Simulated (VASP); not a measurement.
Wanted: the native input for a VASP 6.6.1 run.

* Task: single point
* Functional: PBE
* Potentials or basis: VASP PAW PBE potentials, release 64 (La, Zr_sv, O)
* Cutoff: 520 eV
* k mesh: 4 × 4 × 4
* Occupations: gaussian, width 0.1 eV
* Spin: no spin polarisation
* Dipole correction: no
* Further INCAR settings: ALGO = Normal; EDIFF = 1e-07; NBANDS = 40

The structure of La4ZrO lies in POSCAR:

```
La4ZrO
1.0
    0.0000000000      4.1000610100      4.1000610100
    4.1000610100      0.0000000000      4.1000610100
    4.1000610100      4.1000610100      0.0000000000
La Zr O
4 1 1
Direct
    0.8776099700      0.3741300100      0.3741300100
    0.3741300100      0.3741300100      0.3741300100
    0.3741300100      0.8776099700      0.3741300100
    0.3741300100      0.3741300100      0.8776099700
    0.7500000000      0.7500000000      0.7500000000
    0.0000000000      0.0000000000      0.0000000000
```

The cell was built from a structure type or drawn by symmetry, and may not be a known phase.

One way to write it, as run:

INCAR

```
SYSTEM = La4ZrO
PREC = Accurate
ENCUT = 520
EDIFF = 1E-7
ISMEAR = 0
SIGMA = 0.1
LREAL = .FALSE.
LASPH = .TRUE.
NELM = 100
ALGO = Normal
ISIF = 2
LWAVE = .FALSE.
LCHARG = .TRUE.
GGA = PE
LELF = .TRUE.
LVHAR = .TRUE.
NBANDS = 40
```

KPOINTS

```
Automatic mesh
0
G
  4 4 4
  0 0 0
```

Potentials or basis: VASP PAW PBE potentials, release 64 (La, Zr_sv, O).

Launch:

```console
$ cat potpaw_PBE.64/La/POTCAR potpaw_PBE.64/Zr_sv/POTCAR potpaw_PBE.64/O/POTCAR > POTCAR
$ mpirun -np 1 vasp_std > vasp.out
```

Results of the run:

```
Pressure      : 14.6 GPa
Largest force : 0.482 eV/Å
```

Caveat: the cell stands under pressure.

It took 4.5 min on 1 thread of Intel Xeon 8259CL (shared host), peak memory 0.35 GiB.
